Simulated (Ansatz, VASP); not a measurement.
# Two plane-wave programs on W

```
W
1.0
    -1.59071    1.59071    1.59071
     1.59071   -1.59071    1.59071
     1.59071    1.59071   -1.59071
W
1
Direct
  0.00000 0.00000 0.00000
```

Alike in both runs: functional r2SCAN; k mesh 15 × 15 × 15; no spin polarisation.

Ansatz relaxed the structure, and its values are those at the end. VASP's run is a single point on that final structure, the one shown.

|  | VASP | Ansatz |
| --- | --- | --- |
| version | VASP 6.6.1 | Ansatz 0.2.0 |
| potentials or method | VASP PAW PBE potentials, release 64 (W_sv), cutoff 520 eV | PAW plane waves |
| occupations | fermi-dirac, width 0.1 eV | fermi-dirac |
| valence electrons in the cell | 14 | 14 |

Ansatz gave:

```
pressure (GPa) : -3.7
```

**Question.** Which values does VASP return?

**Answer.** Pressure (GPa): -2.6.

VASP's potentials were made for PBE, not for r2SCAN. Ansatz's warnings: stress scf threshold loose.

Spin-orbit coupling is off throughout.
